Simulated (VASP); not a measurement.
# Re (Im-3m) in VASP: further runs, part 2 of 2

VASP 6.6.1. Earlier steps stand in the parts before.

### 3 Single point, PBE (volume scaled by 0.96)

File INCAR:

```
SYSTEM = Re
PREC     = Accurate       ! precision mode
ENCUT    = 520            ! plane-wave cutoff, eV
EDIFF    = 1E-6           ! SCF threshold, eV
ISMEAR   = -1             ! smearing method
SIGMA    = 0.1            ! smearing width, eV
LREAL    = .False.        ! projectors in reciprocal space
LASPH    = .True.         ! aspherical terms in the spheres
NELM     = 80             ! most SCF steps
ALGO     = Normal         ! electronic algorithm
ISIF     = 2              ! what is computed and relaxed
LWAVE    = .False.        ! write WAVECAR
LCHARG   = .False.        ! write CHGCAR
GGA      = PE             ! functional
NBANDS   = 10             ! bands
```

File KPOINTS:

```
Automatic mesh
0
Gamma
  23 23 23
  0 0 0
```

File POSCAR:

```
Re
1.0
   -1.5356567440      1.5356567440      1.5356567440
    1.5356567440     -1.5356567440      1.5356567440
    1.5356567440      1.5356567440     -1.5356567440
Re
1
Direct
    0.0000000000      0.0000000000      0.0000000000
```

Potentials or basis: VASP PAW PBE potentials, release 64 (Re).

Command:

```bash
cat potpaw_PBE.64/Re/POTCAR > POTCAR
mpirun -np 1 vasp_std > vasp.out
```

OUTCAR:

```text
SYSTEM = Re
   PREC = Accurate
   ENCUT = 520
   EDIFF = 1E-6
   ISMEAR = -1
   LREAL = .False.
   LASPH = .True.
   NELM = 80
   ISIF = 2
   GGA = PE

 ion  position               nearest neighbor table
   1  0.000  0.000  0.000-

  LATTYP: Found a body centered cubic cell.
 ALAT       =     3.0713134880

  Lattice vectors:

 A1 = (  -1.5356567440,   1.5356567440,   1.5356567440)
 A2 = (   1.5356567440,  -1.5356567440,   1.5356567440)
 A3 = (   1.5356567440,   1.5356567440,  -1.5356567440)

Analysis of symmetry for initial positions (statically):
=====================================================================
 Subroutine PRICEL returns:
 Original cell was already a primitive cell.

 Routine SETGRP: Setting up the symmetry group for a
 body centered cubic supercell.

 Subroutine GETGRP returns: Found 48 space group operations
 (whereof 48 operations were pure point group operations)
 out of a pool of 48 trial point group operations.

The static configuration has the point symmetry O_h .

Analysis of symmetry for dynamics (positions and initial velocities):
=====================================================================
 Subroutine PRICEL returns:
 Original cell was already a primitive cell.

 Routine SETGRP: Setting up the symmetry group for a
 body centered cubic supercell.

 Subroutine GETGRP returns: Found 48 space group operations
 (whereof 48 operations were pure point group operations)
 out of a pool of 48 trial point group operations.

The dynamic configuration has the point symmetry O_h .

 Subroutine INISYM returns: Found 48 space group operations
 (whereof 48 operations are pure point group operations),
 and found     1 'primitive' translations

----------------------------------------------------------------------------------------

                                     Primitive cell

  volume of cell :      14.4858

  direct lattice vectors                    reciprocal lattice vectors
    -1.535656744  1.535656744  1.535656744     0.000000000  0.325593595  0.325593595
     1.535656744 -1.535656744  1.535656744     0.325593595  0.000000000  0.325593595
     1.535656744  1.535656744 -1.535656744     0.325593595  0.325593595  0.000000000

  length of vectors
     2.659835504  2.659835504  2.659835504     0.460458878  0.460458878  0.460458878

  position of ions in fractional coordinates (direct lattice)
     0.000000000  0.000000000  0.000000000

  ion indices of the primitive-cell ions
   primitive index   ion index
                 1           1

----------------------------------------------------------------------------------------

 KPOINTS: Automatic mesh

Automatic generation of k-mesh.
 Grid dimensions read from file:
 generate k-points for:   23   23   23

 Generating k-lattice:

  Cartesian coordinates                     Fractional coordinates (reciprocal lattice)
     0.000000000  0.014156243  0.014156243     0.043478261  0.000000000  0.000000000
     0.014156243  0.000000000  0.014156243     0.000000000  0.043478261  0.000000000
     0.014156243  0.014156243  0.000000000     0.000000000  0.000000000  0.043478261

  Length of vectors
     0.020019951  0.020019951  0.020019951

  Shift w.r.t. Gamma in fractional coordinates (k-lattice)
     0.000000000  0.000000000  0.000000000

 Subroutine IBZKPT returns following result:
 ===========================================

 Found    364 irreducible k-points:

 Following reciprocal coordinates:
            Coordinates               Weight
  0.000000  0.000000  0.000000      1.000000
  0.043478  0.000000  0.000000     12.000000
  0.086957  0.000000  0.000000     12.000000
  0.130435  0.000000  0.000000     12.000000
  0.173913  0.000000  0.000000     12.000000
  0.217391  0.000000  0.000000     12.000000
[... 16 lines left out ...]
  0.478261  0.043478  0.000000     24.000000
  0.086957  0.086957  0.000000     24.000000
 [... further k-points ...]
   k-points           NKPTS =    364   k-points in BZ     NKDIM =    364   number of bands    NBANDS=     10
   number of dos      NEDOS =    301   number of ions     NIONS =      1
   total plane-waves  NPLWV =   8000
   dimension x,y,z NGX =    20 NGY =   20 NGZ =   20
   dimension x,y,z NGXF=    40 NGYF=   40 NGZF=   40
   ions per type =               1
   NGX,Y,Z   is equivalent  to a cutoff of  12.50, 12.50, 12.50 a.u.
   NGXF,Y,Z  is equivalent  to a cutoff of  25.00, 25.00, 25.00 a.u.
 SYSTEM =  Re
   PREC   = accura    normal or accurate (medium, high low for compatibility)
   ISTART =      0    job   : 0-new  1-cont  2-samecut
   ICHARG =      2    charge: 1-file 2-atom 10-const
   ISPIN  =      1    spin polarized calculation?
   LNONCOLLINEAR =      F non collinear calculations
   LSORBIT =      F    spin-orbit coupling
   LASPH  =      T    aspherical Exc in radial PAW
   ENCUT  =  520.0 eV  38.22 Ry    6.18 a.u.   4.95  4.95  4.95*2*pi/ulx,y,z
   NELM   =     80;   NELMIN=  2; NELMDL= -5     # of ELM steps
   EDIFF  = 0.1E-05   stopping-criterion for ELM
   LREAL  =      F    real-space projection
   EDIFFG = 0.1E-04   stopping-criterion for IOM
   NSW    =      0    number of steps for IOM
   IBRION =     -1    ionic relax: 0-MD 1-quasi-New 2-CG
   NFREE  =      0    steps in history (QN), initial steepest desc. (CG)
   ISIF   =      2    stress and relaxation
   ISYM   =      2    0-nonsym 1-usesym 2-fastsym
   POTIM  = 0.5000    time-step for ionic-motion
   TEBEG  =    0.0;   TEEND  =   0.0 temperature during run
   PSTRESS=    0.0 pullay stress
   NELECT =       7.0000    total number of electrons
   NUPDOWN=      -1.0000    fix difference up-down
   EMIN   =  10.00;   EMAX   =-10.00  energy-range for DOS
   EFERMI =   0.00;   METHOD = LEGACY
   ISMEAR =    -1;   SIGMA  =   0.10  broadening in eV -4-tet -1-fermi 0-gaus
   EFERMI_NEDOS =   21; number of points for ismear=-14 and -15
   IALGO  =     38    algorithm
   IMIX   =      4    mixing-type and parameters
     AMIX     =   0.40;   BMIX     =  1.00
     AMIX_MAG =   1.60;   BMIX_MAG =  1.00
  volume/ion in A,a.u.               =      14.49        97.75
  Fermi-wavevector in a.u.,A,eV,Ry     =   1.284675  2.427684 22.454926  1.650391
  Thomas-Fermi vector in A             =   2.416855
   LORBIT       =      0    0 simple, 1 ext, 2 COOP (PROOUT), +10 PAW based schemes
   GGA     = PE    functional components
   LHFCALC =     F    Hartree Fock is set to
   AEXX    =    0.0000 exact exchange contribution
   IVDW    =     0    specifies the selected vdW correction
   LEPSILON=     F    determine dielectric tensor
   LRPA    =     F    only Hartree local field effects (RPA)
 non-spin polarized calculation
  energy-cutoff  :      520.00
  volume of cell :       14.49
 maximum number of plane-waves:       403
   NGX =  9   NGY =  9   NGZ =  9

 number of electron       6.9999999 magnetization

 Free energy of the ion-electron system (eV)
  ---------------------------------------------------
  ext. energy  EPLUGINS =         0.00000000
  ---------------------------------------------------
  free energy    TOTEN  =       -12.10201835 eV

  energy without entropy =      -12.07071199  energy(sigma->0) =      -12.08636517

 E-fermi :   9.0228     XC(G=0): -13.8192

 val. band max:        9.0209765001   @ k =   0.1739   0.0435   0.0000
 cond. band min:       9.0306010926   @ k =  -0.2609   0.4783   0.0435
 fundamental gap:      0.0096245925
 Fermi energy:         9.0227904843

 k-point     1 :       0.0000    0.0000    0.0000
  band No.  band energies     occupation
      1      -1.8853      2.00000
      2       6.2470      2.00000
      3       6.2470      2.00000
      4       6.2470      2.00000
      5       9.8071      0.00078
      6       9.8071      0.00078
      7      24.6133      0.00000
      8      24.6133      0.00000
      9      24.6133      0.00000
     10      36.9893      0.00000
[... 287 lines left out ...]
 k-point    24 :       0.0870    0.0870    0.0000
  band No.  band energies     occupation
      1      -0.8065      2.00000
      2       5.7728      2.00000
      3       5.9124      2.00000
      4       7.3964      2.00000
      5       9.0866      0.69143
      6       9.9337      0.00022
      7      25.4170      0.00000
      8      26.1935      0.00000
      9      26.4974      0.00000
     10      31.9472      0.00000

 [... further k-points ...]

------------------------ aborting loop because EDIFF is reached ----------------------------------------

  FORCE on cell =-STRESS in cart. coord.  units (eV):
  Direction    XX          YY          ZZ          XY          YZ          ZX
  --------------------------------------------------------------------------------------
  -------------------------------------------------------------------------------------
  Total        1.4260617      1.4260617      1.4260617      0.0000000      0.0000000      0.0000000
  in kB      157.7271504    157.7271504    157.7271504      0.0000000      0.0000000      0.0000000
  external PRESSURE =     157.7271504 kB  Pullay stress =       0.0000000 kB

 VOLUME and BASIS-vectors are now :
 -----------------------------------------------------------------------------
  energy-cutoff  :      520.00
  volume of cell :       14.49
      direct lattice vectors                 reciprocal lattice vectors
    -1.535656744  1.535656744  1.535656744     0.000000000  0.325593595  0.325593595
     1.535656744 -1.535656744  1.535656744     0.325593595  0.000000000  0.325593595
     1.535656744  1.535656744 -1.535656744     0.325593595  0.325593595  0.000000000

 POSITION                                       TOTAL-FORCE (eV/Angst)
 -----------------------------------------------------------------------------------
      0.00000      0.00000      0.00000         0.000000     -0.000000      0.000000
 -----------------------------------------------------------------------------------
    total drift:                                0.000000     -0.000000      0.000000

  FREE ENERGIE OF THE ION-ELECTRON SYSTEM (eV)
  ---------------------------------------------------
  free  energy   TOTEN  =       -12.1020183548 eV

  energy  without entropy=      -12.0707119892  energy(sigma->0) =      -12.08636517
```

It took 91 s on 1 thread of AMD EPYC 7R13, shared host; peak memory 0.14 GiB.

Results:

- Free energy: -12.1020 eV
- Pressure: 15.8 GPa

Caveat: the cell differs from its parent crystal (volume scaled by 0.96); spin-orbit coupling is left out, which moves the levels of the heavy elements.

### 4 Single point, PBE

This run uses another cell than the first one, of 15.09 Å³/atom, 1.087 times its volume.

File INCAR:

```
ALGO = Normal
EDIFF = 1E-7
ENCUT = 520
GGA = PE
ISIF = 2
ISMEAR = -1
LASPH = True
LCHARG = False
LREAL = False
LWAVE = False
NBANDS = 10
NELM = 80
PREC = Accurate
SIGMA = 0.1
```

File KPOINTS:

```
k-points
0
Gamma
  23 23 23
```

File POSCAR:

```
Re
1.0
   -1.5566957522      1.5566957522      1.5566957522
    1.5566957522     -1.5566957522      1.5566957522
    1.5566957522      1.5566957522     -1.5566957522
Re
1
Direct
    0.0000000000      0.0000000000      0.0000000000
```

Potentials or basis: VASP PAW PBE potentials, release 64 (Re).

Command:

```bash
cat potpaw_PBE.64/Re/POTCAR > POTCAR
mpirun -np 1 vasp_std > vasp.out
```

OUTCAR:

```text
EDIFF = 1E-7
   ENCUT = 520
   GGA = PE
   ISIF = 2
   ISMEAR = -1
   LASPH = True
   LREAL = False
   NELM = 80
   PREC = Accurate

 ion  position               nearest neighbor table
   1  0.000  0.000  0.000-

  LATTYP: Found a body centered cubic cell.
 ALAT       =     3.1133915044

  Lattice vectors:

 A1 = (  -1.5566957522,   1.5566957522,   1.5566957522)
 A2 = (   1.5566957522,  -1.5566957522,   1.5566957522)
 A3 = (   1.5566957522,   1.5566957522,  -1.5566957522)
[... 488 lines left out ...]
      9      25.7046      0.00000
     10      30.8915      0.00000

 [... further k-points ...]

------------------------ aborting loop because EDIFF is reached ----------------------------------------

  FORCE on cell =-STRESS in cart. coord.  units (eV):
  Direction    XX          YY          ZZ          XY          YZ          ZX
  --------------------------------------------------------------------------------------
  -------------------------------------------------------------------------------------
  Total       -0.0310534     -0.0310534     -0.0310534     -0.0000000     -0.0000000      0.0000000
  in kB       -3.2972293     -3.2972293     -3.2972293     -0.0000000     -0.0000000      0.0000000
  external PRESSURE =      -3.2972293 kB  Pullay stress =       0.0000000 kB

 VOLUME and BASIS-vectors are now :
 -----------------------------------------------------------------------------
  energy-cutoff  :      520.00
  volume of cell :       15.09
      direct lattice vectors                 reciprocal lattice vectors
    -1.556695752  1.556695752  1.556695752     0.000000000  0.321193142  0.321193142
     1.556695752 -1.556695752  1.556695752     0.321193142  0.000000000  0.321193142
     1.556695752  1.556695752 -1.556695752     0.321193142  0.321193142  0.000000000

 POSITION                                       TOTAL-FORCE (eV/Angst)
 -----------------------------------------------------------------------------------
      0.00000      0.00000      0.00000        -0.000000      0.000000      0.000000
 -----------------------------------------------------------------------------------
    total drift:                               -0.000000     -0.000000     -0.000000

  FREE ENERGIE OF THE ION-ELECTRON SYSTEM (eV)
  ---------------------------------------------------
  free  energy   TOTEN  =       -12.1303921213 eV

  energy  without entropy=      -12.0971542959  energy(sigma->0) =      -12.11377321
```

Run time: 95 s. Hardware: 1 thread of AMD EPYC 7R13, shared host; peak memory 0.14 GiB.

Results:

```
Free energy : -12.1304 eV
Pressure    : -0.3 GPa
```

Caveat: spin-orbit coupling is left out, which moves the levels of the heavy elements.

### 5 Single point, PBE (volume scaled by 1.04)

File INCAR:

```
SYSTEM = Re
PREC     = Accurate       ! precision mode
ENCUT    = 520            ! plane-wave cutoff, eV
EDIFF    = 1E-6           ! SCF threshold, eV
ISMEAR   = -1             ! smearing method
SIGMA    = 0.1            ! smearing width, eV
LREAL    = .False.        ! projectors in reciprocal space
LASPH    = .True.         ! aspherical terms in the spheres
NELM     = 60             ! most SCF steps
ALGO     = Normal         ! electronic algorithm
ISIF     = 2              ! what is computed and relaxed
LWAVE    = .False.        ! write WAVECAR
LCHARG   = .True.         ! write CHGCAR
GGA      = PE             ! functional
LELF     = .True.         ! ELF
LVHAR    = .True.       
NBANDS   = 10             ! bands
```

File KPOINTS:

```
Automatic mesh
0
Gamma
  23 23 23
  0 0 0
```

File POSCAR:

```
Re
1.0
   -1.5771809402      1.5771809402      1.5771809402
    1.5771809402     -1.5771809402      1.5771809402
    1.5771809402      1.5771809402     -1.5771809402
Re
1
Direct
    0.0000000000      0.0000000000      0.0000000000
```

Potentials or basis: VASP PAW PBE potentials, release 64 (Re).

Command:

```bash
cat potpaw_PBE.64/Re/POTCAR > POTCAR
mpirun -np 1 vasp_std > vasp.out
```

OUTCAR:

```text
SYSTEM = Re
   PREC = Accurate
   ENCUT = 520
   EDIFF = 1E-6
   ISMEAR = -1
   LREAL = .False.
   LASPH = .True.
   NELM = 60
   ISIF = 2
   GGA = PE

 ion  position               nearest neighbor table
   1  0.000  0.000  0.000-

  LATTYP: Found a body centered cubic cell.
 ALAT       =     3.1543618804

  Lattice vectors:

 A1 = (  -1.5771809402,   1.5771809402,   1.5771809402)
 A2 = (   1.5771809402,  -1.5771809402,   1.5771809402)
 A3 = (   1.5771809402,   1.5771809402,  -1.5771809402)

Analysis of symmetry for initial positions (statically):
=====================================================================
 Subroutine PRICEL returns:
 Original cell was already a primitive cell.

 Routine SETGRP: Setting up the symmetry group for a
 body centered cubic supercell.

 Subroutine GETGRP returns: Found 48 space group operations
 (whereof 48 operations were pure point group operations)
 out of a pool of 48 trial point group operations.

The static configuration has the point symmetry O_h .

[... 161 lines left out ...]
 fundamental gap:      0.0228980379
 Fermi energy:         7.9777891242

 k-point     1 :       0.0000    0.0000    0.0000
  band No.  band energies     occupation
      1      -2.3013      2.00000
      2       5.4765      2.00000
      3       5.4765      2.00000
      4       5.4765      2.00000
      5       8.6912      0.00159
      6       8.6912      0.00159
      7      23.4197      0.00000
      8      23.4197      0.00000
      9      23.4197      0.00000
     10      34.6813      0.00000
[... 287 lines left out ...]
 k-point    24 :       0.0870    0.0870    0.0000
  band No.  band energies     occupation
      1      -1.3114      2.00000
      2       5.0600      2.00000
      3       5.1863      2.00000
      4       6.5015      2.00000
      5       8.0701      0.56875
      6       8.7998      0.00054
      7      24.1121      0.00000
      8      24.7225      0.00000
      9      24.9666      0.00000
     10      29.8991      0.00000

 [... further k-points ...]

------------------------ aborting loop because EDIFF is reached ----------------------------------------

  FORCE on cell =-STRESS in cart. coord.  units (eV):
  Direction    XX          YY          ZZ          XY          YZ          ZX
  --------------------------------------------------------------------------------------
  -------------------------------------------------------------------------------------
  Total       -1.2909565     -1.2909565     -1.2909565     -0.0000000      0.0000000      0.0000000
  in kB     -131.8006734   -131.8006734   -131.8006734     -0.0000000      0.0000000      0.0000000
  external PRESSURE =    -131.8006734 kB  Pullay stress =       0.0000000 kB

 VOLUME and BASIS-vectors are now :
 -----------------------------------------------------------------------------
  energy-cutoff  :      520.00
  volume of cell :       15.69
      direct lattice vectors                 reciprocal lattice vectors
    -1.577180940  1.577180940  1.577180940     0.000000000  0.317021330  0.317021330
     1.577180940 -1.577180940  1.577180940     0.317021330  0.000000000  0.317021330
     1.577180940  1.577180940 -1.577180940     0.317021330  0.317021330  0.000000000

 POSITION                                       TOTAL-FORCE (eV/Angst)
 -----------------------------------------------------------------------------------
      0.00000      0.00000      0.00000        -0.000000      0.000000     -0.000000
 -----------------------------------------------------------------------------------
    total drift:                                0.000000     -0.000000      0.000000

  FREE ENERGIE OF THE ION-ELECTRON SYSTEM (eV)
  ---------------------------------------------------
  free  energy   TOTEN  =       -12.1044966943 eV

  energy  without entropy=      -12.0691975506  energy(sigma->0) =      -12.08684712
```

Wall time 1.7 min (1 thread of AMD EPYC 7R13, shared host); peak memory 0.14 GiB.

Results:

| Property | Result |
| --- | --- |
| Free energy | -12.1045 eV |
| Pressure | -13.2 GPa |

Caveat: the cell differs from its parent crystal (volume scaled by 1.04); spin-orbit coupling is left out, which moves the levels of the heavy elements.

### 6 Summary

```csv
cell,gap on the mesh (eV),pressure (GPa)
"a = 2.622 Å, angles 109.5°, 1 atom",none,35.9
"a = 2.660 Å, angles 109.5°, 1 atom",none,15.8
"a = 2.696 Å, angles 109.5°, 1 atom",none,-0.3
"a = 2.732 Å, angles 109.5°, 1 atom",none,-13.2
```

Alike in all rows: task single point; level PBE; potentials or basis VASP PAW PBE potentials, release 64 (Re); no spin polarisation; k mesh 23 × 23 × 23; cutoff (eV) 520; smearing fermi-dirac 0.1 eV.

Caveats: spin-orbit coupling is left out, which moves the levels of the heavy elements.

Total energies depend on the potentials used, so only differences within one code and one set of settings carry meaning.
